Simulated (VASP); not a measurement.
Wanted: the native input for a VASP 6.6.1 run.

```
Task                   : single point
Functional             : PBE
Potentials or basis    : VASP PAW PBE potentials, release 64 (Se)
Cutoff                 : 520 eV
k mesh                 : 6 × 6 × 6
Occupations            : fermi-dirac, width 0.02 eV
Spin                   : no spin polarisation
Dipole correction      : no
Further INCAR settings : ALGO = Normal; EDIFF = 1e-06; NBANDS = 27
```

The structure of Se lies in POSCAR:

```
Se
1.0
    5.5116924298      3.1821771080      1.5289033218
   -5.5116924298      3.1821771080      1.5289033218
    0.0000000000     -6.3643542161      1.5289033217
Se
6
Direct
    0.8379622184      0.7133473412      0.0882442606
    0.7133473412      0.0882442606      0.8379622184
    0.0882442606      0.8379622184      0.7133473412
    0.1620377816      0.2866526588      0.9117557394
    0.2866526588      0.9117557394      0.1620377816
    0.9117557394      0.1620377816      0.2866526588
```

This cell differs from its parent crystal: epitaxial xy strain -2.0%.

One way to write it, as run:

INCAR

```
PREC = Accurate
ENCUT = 520
EDIFF = 1E-6
ISMEAR = -1
SIGMA = 0.02
LREAL = False
LASPH = True
NELM = 80
ALGO = Normal
ISIF = 2
LWAVE = False
LCHARG = False
GGA = PE
NBANDS = 27
```

KPOINTS

```
regular mesh
0
Gamma
  6 6 6
```

Potentials or basis: VASP PAW PBE potentials, release 64 (Se).

Run with:

```console
$ cat potpaw_PBE.64/Se/POTCAR > POTCAR
$ mpirun -np 1 vasp_std > vasp.out
```

It gave:

| Quantity | Value |
| --- | --- |
| Pressure | 2.9 GPa |
| Largest force | 0.369 eV/Å |
| Band gap on the k mesh | 1.38 eV (least direct gap 1.45 eV) |

Caveat: the cell differs from its parent crystal (epitaxial xy strain -2.0%); this functional lacks dispersion, which holds the molecules together, so the pressure and a relaxed volume are unreliable.

Wall time 6.7 min on 1 thread of AMD EPYC 7571 (shared host), peak memory 0.36 GiB.
